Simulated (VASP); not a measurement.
Set up this calculation in VASP 6.6.1, as the native input.

* Task: single point
* Functional: r2SCAN
* Potentials or basis: VASP PAW PBE potentials, release 64 (P, Hf_pv, Rb_sv)
* Cutoff: 520 eV
* k mesh: 3 × 3 × 3
* Occupations: fermi-dirac, width 0.1 eV
* Spin: no spin polarisation
* Dipole correction: no
* Further INCAR settings: ALGO = Normal; EDIFF = 1e-07; NBANDS = 39

The system is Rb2HfP6.

```xyz
9
Lattice="0.0000 4.8178 4.8178 4.8178 0.0000 4.8178 4.8178 4.8178 0.0000" Properties=species:S:1:pos:R:3 pbc="T T T"
P     2.3482    4.8178    4.8178
P     4.8178    2.3482    4.8178
P     7.2874    4.8178    4.8178
P     4.8178    7.2874    4.8178
P     4.8178    4.8178    2.3482
P     4.8178    4.8178    7.2874
Hf    0.0000    0.0000    0.0000
Rb    2.4089    2.4089    2.4089
Rb    7.2267    7.2267    7.2267
```

The input as run:

POSCAR

```
Rb2HfP6
1.0
    0.0000000000      4.8178160000      4.8178160000
    4.8178160000      0.0000000000      4.8178160000
    4.8178160000      4.8178160000      0.0000000000
P Hf Rb
6 1 2
Direct
    0.7563000000      0.2437000000      0.2437000000
    0.2437000000      0.7563000000      0.2437000000
    0.2437000000      0.7563000000      0.7563000000
    0.7563000000      0.2437000000      0.7563000000
    0.2437000000      0.2437000000      0.7563000000
    0.7563000000      0.7563000000      0.2437000000
    0.0000000000      0.0000000000      0.0000000000
    0.2500000000      0.2500000000      0.2500000000
    0.7500000000      0.7500000000      0.7500000000
```

INCAR.step1

```
ALGO = Normal
EDIFF = 1E-4
ENCUT = 520
GGA = PE
ISMEAR = -1
LASPH = T
LCHARG = F
LREAL = F
LWAVE = T
NBANDS = 39
NELM = 60
PREC = Accurate
SIGMA = 0.1
```

INCAR.step2

```
ALGO = Normal
EDIFF = 1E-7
ENCUT = 520
ISIF = 2
ISMEAR = -1
ISTART = 1
LASPH = T
LCHARG = F
LMIXTAU = T
LREAL = F
LWAVE = F
METAGGA = R2SCAN
NBANDS = 39
NELM = 60
PREC = Accurate
SIGMA = 0.1
```

KPOINTS

```
k-points
0
Gamma
  3 3 3
```

Potentials or basis: VASP PAW PBE potentials, release 64 (P, Hf_pv, Rb_sv).

Run with:

```sh
$ cat potpaw_PBE.64/P/POTCAR potpaw_PBE.64/Hf_pv/POTCAR potpaw_PBE.64/Rb_sv/POTCAR > POTCAR
$ cp INCAR.step1 INCAR
$ mpirun -np 1 vasp_std > vasp.out
$ cp INCAR.step2 INCAR
$ mpirun -np 1 vasp_std > vasp.out
```

Results of the run:

```yaml
Pressure: 5.0 GPa
Largest_force: 1.914 eV/Å
Band_gap_on_the_k_mesh: zero (bands 29 and 30 overlap by 0.14 eV)
```

Caveat: the k points lie up to 0.38 Å⁻¹ apart; the PAW data sets were made with another functional, which shifts forces and pressure a little; spin-orbit coupling is left out, which moves the levels of the heavy elements.

It used 170 s of CPU time on 1 thread of Intel(R) Xeon(R) Platinum 8488C (Sapphire Rapids), with other jobs on the host.
